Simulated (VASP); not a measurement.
# Re in VASP: settings compared, part 3 of 3

VASP 6.6.1. The steps go on from the part before.

## (4) Single point, PBE

This run uses another cell than the first one, of 14.22 Å³/atom.

The input, INCAR:

```
PREC = Accurate
ENCUT = 520
EDIFF = 1E-6
ISMEAR = -1
SIGMA = 0.05
LREAL = False
LASPH = True
NELM = 80
ALGO = Fast
ISIF = 2
LWAVE = False
LCHARG = False
GGA = PE
NBANDS = 22
```

The input, KPOINTS:

```
regular mesh
0
Gamma
  8 8 3
```

The input, POSCAR:

```
Re
1.0
    2.6557318981      0.0000000000      0.0000000000
   -1.3278659490      2.3957617598      0.0000000000
    0.0000000000      0.0000000000      8.9388451600
Re
4
Direct
    0.6666666667      0.3333333333      0.7500000000
    0.0000000000      0.0000000000      0.5000000000
    0.3333333333      0.6666666667      0.2500000000
    0.0000000000      0.0000000000      0.0000000000
```

Potentials or basis: VASP PAW PBE potentials, release 64 (Re).

Started as:

```bash
cat potpaw_PBE.64/Re/POTCAR > POTCAR
mpirun -np 1 vasp_std > vasp.out
```

OUTCAR:

```text
PREC = Accurate
   ENCUT = 520
   EDIFF = 1E-6
   ISMEAR = -1
   LREAL = False
   LASPH = True
   NELM = 80
   ISIF = 2
   GGA = PE

 ion  position               nearest neighbor table
   1  0.667  0.333  0.750-   2 2.72   4 2.72   2 2.72   4 2.72   2 2.75   4 2.75
   2  0.000  0.000  0.500-   1 2.72   3 2.72   1 2.72   3 2.72   1 2.75   3 2.75
   3  0.333  0.667  0.250-   2 2.72   4 2.72   2 2.72   4 2.72   2 2.75   4 2.75
   4  0.000  0.000  0.000-   1 2.72   3 2.72   1 2.72   3 2.72   1 2.75   3 2.75

  LATTYP: Found a base centered orthorhombic cell.
 ALAT       =     2.6557318981
 B/A-ratio  =     1.8042195912
 C/A-ratio  =     3.3658688087

  Lattice vectors:

 A1 = (   1.3278659490,  -2.3957617598,   0.0000000000)
 A2 = (   1.3278659491,   2.3957617598,   0.0000000000)
 A3 = (   0.0000000000,   0.0000000000,   8.9388451600)

Analysis of symmetry for initial positions (statically):
=====================================================================
 Subroutine PRICEL returns:
 Original cell was already a primitive cell.

 Routine SETGRP: Setting up the symmetry group for a
 base centered orthorhombic supercell.

 Subroutine GETGRP returns: Found  8 space group operations
 (whereof  4 operations were pure point group operations)
 out of a pool of  8 trial point group operations.

The static configuration has the point symmetry C_2h.
 The point group associated with its full space group is D_2h.

Analysis of symmetry for dynamics (positions and initial velocities):
=====================================================================
 Subroutine PRICEL returns:
 Original cell was already a primitive cell.

 Routine SETGRP: Setting up the symmetry group for a
 base centered orthorhombic supercell.

 Subroutine GETGRP returns: Found  8 space group operations
 (whereof  4 operations were pure point group operations)
 out of a pool of  8 trial point group operations.

The dynamic configuration has the point symmetry C_2h.
 The point group associated with its full space group is D_2h.

 Subroutine INISYM returns: Found  8 space group operations
 (whereof  4 operations are pure point group operations),
 and found     1 'primitive' translations

----------------------------------------------------------------------------------------

                                     Primitive cell

  volume of cell :      56.8734

  direct lattice vectors                    reciprocal lattice vectors
     2.655731898  0.000000000  0.000000000     0.376544033  0.208701887  0.000000000
    -1.327865949  2.395761760  0.000000000     0.000000000  0.417403774  0.000000000
     0.000000000  0.000000000  8.938845160     0.000000000  0.000000000  0.111871274

  length of vectors
     2.655731898  2.739142637  8.938845160     0.430513515  0.417403774  0.111871274

  position of ions in fractional coordinates (direct lattice)
     0.666666667  0.333333333  0.750000000
     0.000000000  0.000000000  0.500000000
     0.333333333  0.666666667  0.250000000
     0.000000000  0.000000000  0.000000000

  ion indices of the primitive-cell ions
   primitive index   ion index
                 1           1
                 2           2
                 3           3
                 4           4
[... 23 lines left out ...]
 ===========================================

 Found     42 irreducible k-points:

 Following reciprocal coordinates:
            Coordinates               Weight
  0.000000  0.000000  0.000000      1.000000
  0.125000 -0.000000  0.000000      4.000000
  0.250000 -0.000000  0.000000      4.000000
  0.375000 -0.000000  0.000000      4.000000
  0.500000 -0.000000  0.000000      2.000000
  0.000000  0.125000  0.000000      2.000000
[... 16 lines left out ...]
  0.125000 -0.000000  0.333333      8.000000
  0.250000 -0.000000  0.333333      8.000000
 [... further k-points ...]
   k-points           NKPTS =     42   k-points in BZ     NKDIM =     42   number of bands    NBANDS=     22
   number of dos      NEDOS =    301   number of ions     NIONS =      4
   total plane-waves  NPLWV =  28000
   dimension x,y,z NGX =    20 NGY =   20 NGZ =   70
   dimension x,y,z NGXF=    40 NGYF=   40 NGZF=  140
   ions per type =               4
   NGX,Y,Z   is equivalent  to a cutoff of  12.52, 12.14, 13.02 a.u.
   NGXF,Y,Z  is equivalent  to a cutoff of  25.04, 24.28, 26.04 a.u.
 SYSTEM =  unknown system
   PREC   = accura    normal or accurate (medium, high low for compatibility)
   ISTART =      0    job   : 0-new  1-cont  2-samecut
   ICHARG =      2    charge: 1-file 2-atom 10-const
   ISPIN  =      1    spin polarized calculation?
   LNONCOLLINEAR =      F non collinear calculations
   LSORBIT =      F    spin-orbit coupling
   LASPH  =      T    aspherical Exc in radial PAW
   ENCUT  =  520.0 eV  38.22 Ry    6.18 a.u.   4.94  5.09 16.62*2*pi/ulx,y,z
   NELM   =     80;   NELMIN=  2; NELMDL= -5     # of ELM steps
   EDIFF  = 0.1E-05   stopping-criterion for ELM
   LREAL  =      F    real-space projection
   EDIFFG = 0.1E-04   stopping-criterion for IOM
   NSW    =      0    number of steps for IOM
   IBRION =     -1    ionic relax: 0-MD 1-quasi-New 2-CG
   NFREE  =      0    steps in history (QN), initial steepest desc. (CG)
   ISIF   =      2    stress and relaxation
   ISYM   =      2    0-nonsym 1-usesym 2-fastsym
   POTIM  = 0.5000    time-step for ionic-motion
   TEBEG  =    0.0;   TEEND  =   0.0 temperature during run
   PSTRESS=    0.0 pullay stress
   NELECT =      28.0000    total number of electrons
   NUPDOWN=      -1.0000    fix difference up-down
   EMIN   =  10.00;   EMAX   =-10.00  energy-range for DOS
   EFERMI =   0.00;   METHOD = LEGACY
   ISMEAR =    -1;   SIGMA  =   0.05  broadening in eV -4-tet -1-fermi 0-gaus
   EFERMI_NEDOS =   21; number of points for ismear=-14 and -15
   IALGO  =     68    algorithm
   IMIX   =      4    mixing-type and parameters
     AMIX     =   0.40;   BMIX     =  1.00
     AMIX_MAG =   1.60;   BMIX_MAG =  1.00
  volume/ion in A,a.u.               =      14.22        95.95
  Fermi-wavevector in a.u.,A,eV,Ry     =   1.292680  2.442811 22.735635  1.671022
  Thomas-Fermi vector in A             =   2.424373
   LORBIT       =      0    0 simple, 1 ext, 2 COOP (PROOUT), +10 PAW based schemes
   GGA     = PE    functional components
   LHFCALC =     F    Hartree Fock is set to
   AEXX    =    0.0000 exact exchange contribution
   IVDW    =     0    specifies the selected vdW correction
   LEPSILON=     F    determine dielectric tensor
   LRPA    =     F    only Hartree local field effects (RPA)
 non-spin polarized calculation
 RMM-DIIS sequential band-by-band and
  energy-cutoff  :      520.00
  volume of cell :       56.87
 maximum number of plane-waves:      1550
   NGX =  9   NGY = 11   NGZ = 33

 number of electron      27.9999999 magnetization

 Free energy of the ion-electron system (eV)
  ---------------------------------------------------
  ext. energy  EPLUGINS =         0.00000000
  ---------------------------------------------------
  free energy    TOTEN  =       -49.40232594 eV

  energy without entropy =      -49.37995050  energy(sigma->0) =      -49.39113822

 E-fermi :   8.4926     XC(G=0): -13.9208

 val. band max:        8.4470850757   @ k =   0.1250  -0.0000   0.0000
 cond. band min:       8.5034109134   @ k =   0.3750   0.1250   0.3333
 fundamental gap:      0.0563258377
 Fermi energy:         8.4925577111

 k-point     1 :       0.0000    0.0000    0.0000
  band No.  band energies     occupation
      1      -1.7853      2.00000
      2       0.5024      2.00000
      3       0.5965      2.00000
      4       1.4186      2.00000
      5       5.6419      2.00000
      6       5.7166      2.00000
[... 589 lines left out ...]
     21      11.5149      0.00000
     22      12.2858      0.00000

 [... further k-points ...]

------------------------ aborting loop because EDIFF is reached ----------------------------------------

  FORCE on cell =-STRESS in cart. coord.  units (eV):
  Direction    XX          YY          ZZ          XY          YZ          ZX
  --------------------------------------------------------------------------------------
  -------------------------------------------------------------------------------------
  Total       12.9249449      5.6527627      3.9002516      0.0000000      0.0000000      0.0000000
  in kB      364.1078231    159.2436295    109.8737460      0.0000000      0.0000000      0.0000000
  external PRESSURE =     211.0750662 kB  Pullay stress =       0.0000000 kB

 VOLUME and BASIS-vectors are now :
 -----------------------------------------------------------------------------
  energy-cutoff  :      520.00
  volume of cell :       56.87
      direct lattice vectors                 reciprocal lattice vectors
     2.655731898  0.000000000  0.000000000     0.376544033  0.208701887  0.000000000
    -1.327865949  2.395761760  0.000000000     0.000000000  0.417403774  0.000000000
     0.000000000  0.000000000  8.938845160     0.000000000  0.000000000  0.111871274

 POSITION                                       TOTAL-FORCE (eV/Angst)
 -----------------------------------------------------------------------------------
      1.32787      0.79859      6.70413         0.000000      0.222320      0.000000
      0.00000      0.00000      4.46942         0.000000      0.000000      0.000000
     -0.00000      1.59717      2.23471        -0.000000     -0.222320     -0.000000
      0.00000      0.00000      0.00000         0.000000      0.000000      0.000000
 -----------------------------------------------------------------------------------
    total drift:                                0.000000      0.000000      0.000000

  FREE ENERGIE OF THE ION-ELECTRON SYSTEM (eV)
  ---------------------------------------------------
  free  energy   TOTEN  =       -49.4023259437 eV

  energy  without entropy=      -49.3799504992  energy(sigma->0) =      -49.39113822
```

stdout:

```text
POSCAR found type information on POSCAR Re
 POSCAR found :  1 types and       4 ions
 scaLAPACK will be used
 LDA part: xc-table for (Slater+PW92), standard interpolation
 POSCAR, INCAR and KPOINTS ok, starting setup
 FFT: planning ... GRIDC
 FFT: planning ... GRID_SOFT
 FFT: planning ... GRID
 WAVECAR not read
 entering main loop
```

Wall time 3 min (1 thread of Intel Xeon 8259CL, shared host); peak memory 0.19 GiB.

What came out:

```
Free energy            : -49.4023 eV
Pressure               : 21.1 GPa
Largest force          : 0.222 eV/Å
Band gap on the k mesh : zero (bands 14 and 15 overlap by 2.39 eV)
```

Forces on the atoms (eV/Å):
```
Re   0.000  0.222  0.000
Re   0.000  0.000  0.000
Re   0.000 -0.222  0.000
Re   0.000  0.000  0.000
```

Caveat: the cell stands under pressure; spin-orbit coupling is left out, which moves the levels of the heavy elements.

## (5) Single point, PBEsol, non-collinear spin, zero start, spin-orbit coupling

The input, INCAR:

```
SYSTEM = Re
PREC = Accurate
ENCUT = 520
EDIFF = 1E-7
ISMEAR = -1
SIGMA = 0.05
LREAL = .FALSE.
LASPH = .TRUE.
NELM = 150
ALGO = Normal
ISIF = 2
LWAVE = .FALSE.
LCHARG = .FALSE.
LNONCOLLINEAR = .TRUE.
MAGMOM = 0 0 0 0 0 0 0 0 0 0 0 0
LORBIT = 11
LSORBIT = .TRUE.
GGA_COMPAT = .FALSE.
LORBMOM = .TRUE.
LMAXMIX = 4
GGA = PS
NBANDS = 42
```

The input, KPOINTS:

```
regular mesh
0
G
  8 8 3
  0 0 0
```

POSCAR, as its differences from that of step 4:

```diff
@@ -2,4 +2,4 @@
 1.0
-    2.6557318981      0.0000000000      0.0000000000
-   -1.3278659490      2.3957617598      0.0000000000
+    2.7663873939      0.0000000000      0.0000000000
+   -1.3831936969      2.3957617598      0.0000000000
     0.0000000000      0.0000000000      8.9388451600
```

Started as:

```bash
cat potpaw_PBE.64/Re/POTCAR > POTCAR
mpirun -np 1 vasp_ncl > vasp.out
```

It took 6.2 min on 1 thread of Intel Xeon 8259CL, shared host; peak memory 0.38 GiB.

The run converged. Its results:

```yaml
Free_energy: -54.7418 eV
Pressure: -5.8 GPa
Net_moment: 0.00 μB per cell
Valence_electrons_inside_the_program's_atomic_spheres: Re 6.11, 6.13 (each value once)
```

Stress tensor (GPa, compression positive):
```
-5.41  0.00  0.00
 0.00 -5.41  0.00
 0.00  0.00 -6.53
```

Moments on the atoms (μB; x, y, z):
```
Re  0.00 0.00 0.00
Re  0.00 0.00 0.00
Re  0.00 0.00 0.00
Re  0.00 0.00 0.00
```

Caveat: the cell stands under tension; the PAW data sets were made with another functional, which shifts forces and pressure a little.

## (6) Summary

```csv
level,spin,cell,gap on the mesh (eV),pressure (GPa)
PBEsol,off,"a = 2.766, b = 2.766, c = 8.939 Å, angles 90.0, 90.0, 120.0°, 4 atoms",none,-6.6
PBE,off,"a = 2.766, b = 2.766, c = 8.939 Å, angles 90.0, 90.0, 120.0°, 4 atoms",none,3.2
PBE,off,"a = 2.656, b = 2.739, c = 8.939 Å, angles 90.0, 90.0, 119.0°, 4 atoms",none,21.1
PBEsol,"non-collinear, zero start, SOC","a = 2.766, b = 2.766, c = 8.939 Å, angles 90.0, 90.0, 120.0°, 4 atoms",-,-5.8
```

Alike in all rows: task single point; potentials or basis VASP PAW PBE potentials, release 64 (Re); k mesh 8 × 8 × 3; cutoff (eV) 520; smearing fermi-dirac 0.05 eV.

The pressure there spans -6.6 GPa (PBEsol) to 3.2 GPa (PBE); a positive pressure means that this level wants a larger cell, a negative one a smaller.

Caveats: spin-orbit coupling is left out, which moves the levels of the heavy elements (at least some runs); the cell stands under tension (at least some runs); the PAW data sets were made with another functional, which shifts forces and pressure a little (at least some runs); the cell stands under pressure (at least some runs).

Total energies depend on the potentials used, so only differences within one code and one set of settings carry meaning.
